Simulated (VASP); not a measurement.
# CoCl2O2 (C2/m) in VASP: a series of runs, part 2 of 2

VASP 6.6.1. Earlier steps stand in the parts before.

## (3) Single point, PBE, collinear spin, ferromagnetic start

File INCAR:

```
PREC = Accurate
ENCUT = 520
EDIFF = 1E-7
ISMEAR = -1
SIGMA = 0.05
LREAL = F
LASPH = T
NELM = 150
ALGO = Normal
ISIF = 2
LWAVE = F
LCHARG = T
ISPIN = 2
MAGMOM = 0.5 0 0 0 0
LORBIT = 11
NUPDOWN = 0.5
LMAXMIX = 4
GGA = PE
LELF = T
LVHAR = T
NBANDS = 30
```

File KPOINTS:

```
regular mesh
0
Gamma
  4 4 7
```

File POSCAR:

```
CoCl2O2
1.0
    3.5808710000     -3.9269530000      0.0000000000
    3.5808710000      3.9269530000      0.0000000000
   -0.4203970000      0.0000000000      3.4576140000
Co Cl O
1 2 2
Direct
    0.0000000000      0.0000000000      0.0000000000
    0.7655230000      0.7655230000      0.4279410000
    0.2344770000      0.2344770000      0.5720590000
    0.7918370000      0.2081630000      0.0000000000
    0.2081630000      0.7918370000      0.0000000000
```

Potentials or basis: VASP PAW PBE potentials, release 64 (Co, Cl, O).

Launch:

```
$ cat potpaw_PBE.64/Co/POTCAR potpaw_PBE.64/Cl/POTCAR potpaw_PBE.64/O/POTCAR > POTCAR
$ mpirun -np 1 vasp_std > vasp.out
```

OUTCAR:

```text
PREC = Accurate
   ENCUT = 520
   EDIFF = 1E-7
   ISMEAR = -1
   LREAL = F
   LASPH = T
   NELM = 150
   ISIF = 2
   ISPIN = 2
   LORBIT = 11
   NUPDOWN = 0.5
   GGA = PE

 ion  position               nearest neighbor table
   1  0.000  0.000  0.000-   4 1.63   5 1.63   2 2.38   3 2.38   3 2.45   2 2.45
   2  0.766  0.766  0.428-   1 2.38   1 2.45
   3  0.234  0.234  0.572-   1 2.38   1 2.45
   4  0.792  0.208  0.000-   1 1.63
   5  0.208  0.792  0.000-   1 1.63

  LATTYP: Found a base centered monoclinic cell.
 ALAT       =     7.1617420000
 B/A-ratio  =     1.0966474358
 C/A-ratio  =     0.4863449989
 COS(beta)  =    -0.1206970018

  Lattice vectors:

 A1 = (   3.5808710000,  -3.9269530000,   0.0000000000)
 A2 = (   3.5808710000,   3.9269530000,   0.0000000000)
 A3 = (  -0.4203970000,   0.0000000000,   3.4576140000)

Analysis of symmetry for initial positions (statically):
=====================================================================
 Subroutine PRICEL returns:
 Original cell was already a primitive cell.

 Routine SETGRP: Setting up the symmetry group for a
 base centered monoclinic supercell.

 Subroutine GETGRP returns: Found  4 space group operations
 (whereof  4 operations were pure point group operations)
 out of a pool of  4 trial point group operations.

The static configuration has the point symmetry C_2h.

Analysis of symmetry for dynamics (positions and initial velocities):
=====================================================================
 Subroutine PRICEL returns:
 Original cell was already a primitive cell.

 Routine SETGRP: Setting up the symmetry group for a
 base centered monoclinic supercell.

 Subroutine GETGRP returns: Found  4 space group operations
 (whereof  4 operations were pure point group operations)
 out of a pool of  4 trial point group operations.

The dynamic configuration has the point symmetry C_2h.

Analysis of structural, dynamic, and magnetic symmetry:
[... 168 lines left out ...]
 fundamental gap:     -0.1217210912
 Fermi energy:         0.0175806141

 spin component 1

 k-point     1 :       0.0000    0.0000    0.0000
  band No.  band energies     occupation
      1     -17.8582      1.00000
      2     -16.9100      1.00000
      3     -14.2405      1.00000
      4     -13.9362      1.00000
      5      -5.2733      1.00000
      6      -4.9638      1.00000
[... 757 lines left out ...]
     28      11.8046      0.00000
     29      12.3990      0.00000

 [... further k-points ...]

 spin component 2

 k-point     1 :       0.0000    0.0000    0.0000
  band No.  band energies     occupation
      1     -17.9912      1.00000
      2     -17.0819      1.00000
      3     -14.1449      1.00000
      4     -13.8323      1.00000
      5      -5.1684      1.00000
      6      -4.8184      1.00000
[... 757 lines left out ...]
     28      11.8881      0.00000
     29      12.4405      0.00000

 [... further k-points ...]

 [bands above 29 left out]

------------------------ aborting loop because EDIFF is reached ----------------------------------------

  FORCE on cell =-STRESS in cart. coord.  units (eV):
  Direction    XX          YY          ZZ          XY          YZ          ZX
  --------------------------------------------------------------------------------------
  -------------------------------------------------------------------------------------
  Total       -0.7459587     -1.4039421     -0.7803828      0.0000000      0.0000000     -0.1707871
  in kB      -12.2906394    -23.1317712    -12.8578207      0.0000000      0.0000000     -2.8139391
  external PRESSURE =     -16.0934104 kB  Pullay stress =       0.0000000 kB

 VOLUME and BASIS-vectors are now :
 -----------------------------------------------------------------------------
  energy-cutoff  :      520.00
  volume of cell :       97.24
      direct lattice vectors                 reciprocal lattice vectors
     3.580871000 -3.926953000  0.000000000     0.139630833 -0.127325181  0.016977136
     3.580871000  3.926953000  0.000000000     0.139630833  0.127325181  0.016977136
    -0.420397000  0.000000000  3.457614000     0.000000000  0.000000000  0.289216784

 POSITION                                       TOTAL-FORCE (eV/Angst)
 -----------------------------------------------------------------------------------
      0.00000      0.00000      0.00000         0.000000      0.000000      0.000000
      5.30257      0.00000      1.47965         0.302078      0.000000      0.105576
      1.43877      0.00000      1.97796        -0.302078      0.000000     -0.105576
      3.58087     -2.29206      0.00000         0.000000     -0.538663      0.000000
      3.58087      2.29206      0.00000        -0.000000      0.538663     -0.000000
 -----------------------------------------------------------------------------------
    total drift:                                0.000000      0.000000     -0.000000

  FREE ENERGIE OF THE ION-ELECTRON SYSTEM (eV)
  ---------------------------------------------------
  free  energy   TOTEN  =       -20.5839392237 eV

  energy  without entropy=      -20.5334906580  energy(sigma->0) =      -20.55871494

 total charge

# of ion       s       p       d       tot
------------------------------------------
    1        0.463   0.838   7.200   8.500
    2        1.619   3.401   0.000   5.020
    3        1.619   3.401   0.000   5.020
    4        1.617   3.190   0.000   4.808
    5        1.617   3.190   0.000   4.808
--------------------------------------------------
tot          6.935  14.021   7.200  28.156

 magnetization (x)

# of ion       s       p       d       tot
------------------------------------------
    1       -0.001   0.003   0.509   0.511
    2        0.004   0.071   0.000   0.074
    3        0.004   0.071   0.000   0.074
    4       -0.001  -0.089   0.000  -0.090
    5       -0.001  -0.089   0.000  -0.090
--------------------------------------------------
tot          0.005  -0.034   0.509   0.480
```

OSZICAR:

```text
N       E                     dE             d eps       ncg     rms          rms(c)
DAV:   1     0.284293985609E+03    0.28429E+03   -0.15238E+04  4448   0.107E+03
DAV:   2     0.259786885408E+00   -0.28403E+03   -0.25902E+03  4932   0.274E+02
[... 16 lines left out ...]
DAV:  19    -0.205839511560E+02   -0.11064E-04   -0.34316E-05  5872   0.373E-02    0.538E-02
DAV:  20    -0.205839415503E+02    0.96057E-05   -0.12675E-05  6158   0.513E-02    0.227E-02
DAV:  21    -0.205839407274E+02    0.82286E-06   -0.37859E-06  5374   0.152E-02    0.159E-02
DAV:  22    -0.205839397456E+02    0.98182E-06   -0.66724E-07  5980   0.120E-02    0.876E-03
DAV:  23    -0.205839391836E+02    0.56199E-06   -0.40900E-07  4348   0.115E-02    0.239E-03
DAV:  24    -0.205839392237E+02   -0.40070E-07   -0.25338E-07  4014   0.352E-03
   1 F= -.20583939E+02 E0= -.20558715E+02  d E =-.504486E-01  mag=     0.5000
```

Run time: 8.1 min. Hardware: 1 thread of Intel Xeon Platinum 8259CL at 2.50GHz (Skylake/Cascade Lake), shared host; peak memory 0.33 GiB.

What came out:

| Quantity | Value |
| --- | --- |
| Free energy | -20.5839 eV |
| Pressure | -1.6 GPa |
| Largest force | 0.539 eV/Å |
| Net moment | 0.50 μB per cell |
| Site moments | Co +0.51; Cl +0.07; O -0.09 μB |
| Valence electrons inside the program's atomic spheres | Co 8.50; Cl 5.02; O 4.81 |

Forces in eV/Å, atoms in the order of the input:
```
Co   0.000  0.000  0.000
Cl   0.302  0.000  0.106
Cl  -0.302  0.000 -0.106
O    0.000 -0.539  0.000
O    0.000  0.539  0.000
```

Caveat: the total moment is fixed, so each spin has its own Fermi level and the state may be an excited one; a cell with one magnetic atom can't hold antiferromagnetic order, which such compounds often take.

## (4) Single point, PBE, collinear spin, ferromagnetic start

File INCAR:

```
SYSTEM = CoCl2O2
ALGO = Normal ; EDIFF = 1E-7
ENCUT = 520 ; GGA = PE
ISIF = 2 ; ISMEAR = -1
ISPIN = 2 ; LASPH = .TRUE.
LCHARG = .FALSE. ; LMAXMIX = 4
LORBIT = 11 ; LREAL = .FALSE.
LWAVE = .FALSE. ; MAGMOM = 1 0 0 0 0
NBANDS = 30 ; NELM = 150
NUPDOWN = 1.0 ; PREC = Accurate
SIGMA = 0.05
```

File KPOINTS:

```
k-points
0
G
  4 4 7
  0 0 0
```

POSCAR is that of step 3.

Launch:

```
$ cat potpaw_PBE.64/Co/POTCAR potpaw_PBE.64/Cl/POTCAR potpaw_PBE.64/O/POTCAR > POTCAR
$ mpirun -np 1 vasp_std > vasp.out
```

Wall time 7.8 min (1 thread of Intel Xeon Platinum 8259CL at 2.50GHz (Skylake/Cascade Lake), shared host); peak memory 0.33 GiB.

The run converged. Its results:

| Property | Result |
| --- | --- |
| Free energy | -20.6316 eV |
| Pressure | -1.5 GPa |
| Largest force | 0.518 eV/Å |
| Net moment | 1.00 μB per cell |
| Site moments | Co +0.80; Cl +0.06; O +0.01 μB |
| Valence electrons inside the program's atomic spheres | Co 8.49; Cl 5.02; O 4.81 |

Forces on the atoms (eV/Å):
```
Co   0.000  0.000  0.000
Cl   0.285  0.000  0.105
Cl  -0.285  0.000 -0.105
O    0.000 -0.518  0.000
O    0.000  0.518  0.000
```

Stress tensor (GPa, compression positive):
```
-1.17  0.00 -0.26
 0.00 -2.23  0.00
-0.26  0.00 -1.22
```

Caveat: the total moment is fixed, so each spin has its own Fermi level and the state may be an excited one; a cell with one magnetic atom can't hold antiferromagnetic order, which such compounds often take.

## (5) Single point, PBE

File INCAR:

```
  PREC = Accurate
  ENCUT = 700
  EDIFF = 1E-6
  ISMEAR = -1
  SIGMA = 0.05
  LREAL = F
  LASPH = T
  NELM = 120
  ALGO = Normal
  ISIF = 2
  LWAVE = F
  LCHARG = F
  GGA = PE
  NBANDS = 30
  GGA_COMPAT = F
```

File KPOINTS:

```
Automatic mesh
0
Gamma
  5 5 8
```

POSCAR is that of step 4.

Potentials or basis: VASP PAW PBE potentials, release 64 (Co_sv, Cl, O).

Launch:

```
$ cat potpaw_PBE.64/Co_sv/POTCAR potpaw_PBE.64/Cl/POTCAR potpaw_PBE.64/O/POTCAR > POTCAR
$ mpirun -np 1 vasp_std > vasp.out
```

It took 3.4 min on 1 thread of Intel Xeon 6975P-C (Granite Rapids), shared host; peak memory 0.4 GiB.

The run converged. Its results:

| Quantity | Value |
| --- | --- |
| Free energy | -20.7445 eV |
| Pressure | -2.1 GPa |
| Largest force | 0.559 eV/Å |
| Band gap on the k mesh | zero (an odd number of electrons rules out a gap without spin polarisation) |

Forces on the atoms (eV/Å):
```
Co   0.000  0.000  0.000
Cl   0.345  0.000  0.131
Cl  -0.345  0.000 -0.131
O    0.000 -0.559  0.000
O    0.000  0.559  0.000
```

Stress tensor (GPa, compression positive):
```
-1.69  0.00 -0.29
 0.00 -2.69  0.00
-0.29  0.00 -1.77
```

Levels at points of the mesh, in eV from the Fermi level:
| k point | band 18 | band 19 | band 20 | band 21 | band 22 | band 23 | band 24 | band 25 |
| --- | --- | --- | --- | --- | --- | --- | --- | --- |
| (0.00, 0.00, 0.00) | -1.52 | -0.89 | -0.89 | -0.80 | 0.23 | 0.33 | 0.34 | 1.95 |
| (0.00, 0.00, 0.50) | -1.66 | -1.65 | -1.35 | -1.00 | -0.04 | 0.04 | 0.21 | 1.28 |

Caveat: an odd number of electrons without spin polarisation forces a metal; a magnetic or distorted state may lie lower; the run has no spin polarisation, though such a crystal can be magnetic; semilocal functionals often make such compounds metallic where correlation or magnetic order opens a gap, which also shifts bond lengths. Spin polarisation is off, so any magnetic state and its effect on volume and gap are missing.

## (6) Single point, PBE, collinear spin, ferromagnetic start

File INCAR:

```
  PREC = Accurate
  ENCUT = 520
  EDIFF = 1E-6
  ISMEAR = -1
  SIGMA = 0.05
  LREAL = F
  LASPH = T
  NELM = 150
  ALGO = Normal
  ISIF = 2
  LWAVE = F
  LCHARG = F
  ISPIN = 2
  MAGMOM = 3 0 0 0 0
  LORBIT = 11
  NUPDOWN = 3.0
  LMAXMIX = 4
  GGA = PE
  NBANDS = 30
```

File KPOINTS:

```
Automatic mesh
0
Gamma
  4 4 7
```

POSCAR is that of step 5.

Potentials or basis: VASP PAW PBE potentials, release 64 (Co, Cl, O).

Launch:

```
$ cat potpaw_PBE.64/Co/POTCAR potpaw_PBE.64/Cl/POTCAR potpaw_PBE.64/O/POTCAR > POTCAR
$ mpirun -np 1 vasp_std > vasp.out
```

Wall time 8 min (1 thread of Oxide Virtual Turin-like, shared host); peak memory 0.3 GiB.

Results (log left out):

| Quantity | Value |
| --- | --- |
| Free energy | -20.3238 eV |
| Pressure | 1.1 GPa |
| Largest force | 1.222 eV/Å |
| Net moment | 3.00 μB per cell |
| Site moments | Co +1.21; Cl +0.21; O +0.51 μB |
| Valence electrons inside the program's atomic spheres | Co 8.54; Cl 5.01; O 4.81 |

Forces on the atoms (eV/Å):
```
Co   0.000  0.000  0.000
Cl   0.361  0.000  0.111
Cl  -0.361  0.000 -0.111
O    0.000  1.222  0.000
O    0.000 -1.222  0.000
```

Stress tensor (GPa, compression positive):
```
-1.88  0.00 -0.17
 0.00  6.54  0.00
-0.17  0.00 -1.26
```

Caveat: the stress differs along the axes, from -2 to 7 GPa; the total moment is fixed, so each spin has its own Fermi level and the state may be an excited one; a cell with one magnetic atom can't hold antiferromagnetic order, which such compounds often take; forces of over 1 eV/Å act on the atoms, so gaps and moduli don't describe the material at rest.

## (7) Single point, PBE, collinear spin, ferromagnetic start

File INCAR:

```
  ALGO = Normal
  EDIFF = 1E-7
  ENCUT = 520
  GGA = PE
  ISIF = 2
  ISMEAR = -1
  ISPIN = 2
  LASPH = T
  LCHARG = F
  LMAXMIX = 4
  LORBIT = 11
  LREAL = F
  LWAVE = F
  MAGMOM = 4 0 0 0 0
  NBANDS = 30
  NELM = 150
  NUPDOWN = 4.0
  PREC = Accurate
  SIGMA = 0.05
```

File KPOINTS:

```
k-points
0
Gamma
  4 4 7
```

POSCAR is that of step 6.

Potentials or basis: VASP PAW PBE potentials, release 64 (Co, Cl, O).

Launch:

```
$ cat potpaw_PBE.64/Co/POTCAR potpaw_PBE.64/Cl/POTCAR potpaw_PBE.64/O/POTCAR > POTCAR
$ mpirun -np 1 vasp_std > vasp.out
```

OUTCAR:

```text
EDIFF = 1E-7
   ENCUT = 520
   GGA = PE
   ISIF = 2
   ISMEAR = -1
   ISPIN = 2
   LASPH = T
   LORBIT = 11
   LREAL = F
   NELM = 150
   NUPDOWN = 4.0
   PREC = Accurate

 ion  position               nearest neighbor table
   1  0.000  0.000  0.000-   4 1.63   5 1.63   2 2.38   3 2.38   3 2.45   2 2.45
   2  0.766  0.766  0.428-   1 2.38   1 2.45
   3  0.234  0.234  0.572-   1 2.38   1 2.45
   4  0.792  0.208  0.000-   1 1.63
   5  0.208  0.792  0.000-   1 1.63

  LATTYP: Found a base centered monoclinic cell.
 ALAT       =     7.1617420000
[... 1772 lines left out ...]
     3.580871000  3.926953000  0.000000000     0.139630833  0.127325181  0.016977136
    -0.420397000  0.000000000  3.457614000     0.000000000  0.000000000  0.289216784

 POSITION                                       TOTAL-FORCE (eV/Angst)
 -----------------------------------------------------------------------------------
      0.00000      0.00000      0.00000         0.000000      0.000000      0.000000
      5.30257      0.00000      1.47965         0.543049      0.000000      0.087903
      1.43877      0.00000      1.97796        -0.543049      0.000000     -0.087903
      3.58087     -2.29206      0.00000        -0.000000      2.605236      0.000000
      3.58087      2.29206      0.00000        -0.000000     -2.605236     -0.000000
 -----------------------------------------------------------------------------------
    total drift:                                0.000000      0.000000     -0.000000

  FREE ENERGIE OF THE ION-ELECTRON SYSTEM (eV)
  ---------------------------------------------------
  free  energy   TOTEN  =       -20.2080701553 eV

  energy  without entropy=      -20.1501229286  energy(sigma->0) =      -20.17909654

 total charge

# of ion       s       p       d       tot
------------------------------------------
    1        0.455   0.830   7.285   8.570
    2        1.618   3.388   0.000   5.007
    3        1.618   3.388   0.000   5.007
    4        1.615   3.198   0.000   4.813
    5        1.615   3.198   0.000   4.813
--------------------------------------------------
tot          6.922  14.002   7.285  28.209

 magnetization (x)

# of ion       s       p       d       tot
------------------------------------------
    1       -0.003  -0.015   1.416   1.398
    2        0.007   0.211   0.000   0.218
    3        0.007   0.211   0.000   0.218
    4        0.010   0.820   0.000   0.830
    5        0.010   0.820   0.000   0.830
--------------------------------------------------
tot          0.030   2.047   1.416   3.494
```

Wall time 7.9 min (1 thread of Oxide Virtual Turin-like, shared host); peak memory 0.3 GiB.

Results:

```yaml
Free_energy: -20.2081 eV
Pressure: 2.9 GPa
Largest_force: 2.605 eV/Å
Net_moment: 4.00 μB per cell
Site_moments: Co +1.40; Cl +0.22; O +0.83 μB
Valence_electrons_inside_the_program's_atomic_spheres: Co 8.57; Cl 5.01; O 4.81
```

Forces on the atoms (eV/Å):
```
Co   0.000  0.000  0.000
Cl   0.543  0.000  0.088
Cl  -0.543  0.000 -0.088
O    0.000  2.605  0.000
O    0.000 -2.605  0.000
```

Caveat: the stress differs along the axes, from -3 to 14 GPa; the total moment is fixed, so each spin has its own Fermi level and the state may be an excited one; a cell with one magnetic atom can't hold antiferromagnetic order, which such compounds often take; forces of over 1 eV/Å act on the atoms, so gaps and moduli don't describe the material at rest.

## (8) The runs side by side

```tsv
potentials or basis	spin	fixed moment (μB)	k mesh	cutoff (eV)	pressure (GPa)	moment (μB)	largest force (eV/Å)
VASP PAW PBE potentials, release 64 (Co, Cl, O)	collinear, zero start	0.0	4 × 4 × 7	520	-1.8	0.00	0.49
VASP PAW PBE potentials, release 64 (Co, Cl, O)	collinear, ferromagnetic start	0.5	4 × 4 × 7	520	-1.6	0.50	0.54
VASP PAW PBE potentials, release 64 (Co, Cl, O)	collinear, ferromagnetic start	1.0	4 × 4 × 7	520	-1.5	1.00	0.52
VASP PAW PBE potentials, release 64 (Co_sv, Cl, O)	off	-	5 × 5 × 8	700	-2.1	-	0.56
VASP PAW PBE potentials, release 64 (Co, Cl, O)	collinear, ferromagnetic start	3.0	4 × 4 × 7	520	1.1	3.00	1.22
VASP PAW PBE potentials, release 64 (Co, Cl, O)	collinear, ferromagnetic start	4.0	4 × 4 × 7	520	2.9	4.00	2.61
```

Alike in all rows: task single point; level PBE; cell as given; smearing fermi-dirac 0.05 eV.

Caveats: the total moment is fixed, so each spin has its own Fermi level and the state may be an excited one (at least some runs); a cell with one magnetic atom can't hold antiferromagnetic order, which such compounds often take (at least some runs); forces of over 1 eV/Å act on the atoms, so gaps and moduli don't describe the material at rest (at least some runs); the total moment is fixed, so each spin has its own Fermi level (at least some runs); an odd number of electrons without spin polarisation forces a metal (at least some runs); a magnetic or distorted state may lie lower (at least some runs); semilocal functionals often make such compounds metallic where correlation or magnetic order opens a gap, which also shifts bond lengths (at least some runs).

Absolute energies hang on the potentials; compare differences alone.
